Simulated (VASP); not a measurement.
TaN: single point with PBEsol

Crystal: TaN.

```xyz
2
Lattice="2.9380 0.0000 0.0000 -1.4690 2.5444 0.0000 0.0000 0.0000 2.8830" Properties=species:S:1:pos:R:3 pbc="T T T"
Ta    0.0000    1.6963    1.4415
N     0.0000    0.0000    0.0000
```

| Quantity | Value |
| --- | --- |
| Program | VASP 6.6.1 |
| Task | single point |
| Functional | PBEsol |
| Potentials or basis | VASP PAW PBE potentials, release 64 (Ta_pv, N) |
| Cutoff | 520 eV |
| k mesh | 6 × 6 × 6 |
| Occupations | gaussian, width 0.1 eV |
| Spin | collinear spin, ferromagnetic start |
| Starting moments | [1.0, 0.0] μB |
| Dipole correction | no |
| Further INCAR settings | ALGO = Normal; EDIFF = 1e-06; NBANDS = 19 |

```
Pressure                                              : -4.1 GPa
Band gap on the k mesh                                : zero (filled and empty bands overlap)
Net moment                                            : 0.00 μB per cell
Valence electrons inside the program's atomic spheres : Ta 9.01; N 3.71
```

Stress tensor (GPa, compression positive):
```
-4.01  0.00  0.00
 0.00 -4.01  0.00
 0.00  0.00 -4.17
```

Levels at points of the mesh, in eV from the Fermi level:
Spin up:
| k point | band 5 | band 6 | band 7 | band 8 | band 9 | band 10 | band 11 | band 12 |
| --- | --- | --- | --- | --- | --- | --- | --- | --- |
| (0.00, 0.00, 0.00) | -4.75 | -4.75 | -4.42 | -3.10 | 2.02 | 3.41 | 3.41 | 3.79 |
| (0.50, 0.00, 0.00) | -8.50 | -5.39 | -3.69 | -3.36 | 2.80 | 3.85 | 5.02 | 5.12 |
| (0.00, 0.00, 0.50) | -9.57 | -3.93 | -3.93 | -0.29 | -0.29 | 2.25 | 3.11 | 3.11 |
| (0.50, 0.00, 0.50) | -7.53 | -6.39 | -5.89 | -0.54 | 3.96 | 5.18 | 5.88 | 6.90 |
Spin down:
```tsv
k point	band 6	band 7	band 8	band 9	band 10	band 11
(0.00, 0.00, 0.00)	-4.75	-4.42	-3.10	2.02	3.41	3.41
(0.50, 0.00, 0.00)	-5.39	-3.69	-3.36	2.80	3.85	5.02
(0.00, 0.00, 0.50)	-3.93	-3.93	-0.29	-0.29	2.25	3.11
(0.50, 0.00, 0.50)	-6.39	-5.89	-0.54	3.96	5.18	5.88
```

Wall time 15 s on 1 thread of Intel(R) Xeon(R) Platinum 8259CL CPU @ 2.50GHz (Skylake/Cascade Lake), with other jobs on the host, peak memory 0.16 GiB.

Caveat: the k points lie up to 0.41 Å⁻¹ apart; the PAW data sets were made with another functional, which shifts forces and pressure a little; spin-orbit coupling is left out, which moves the levels of the heavy elements.
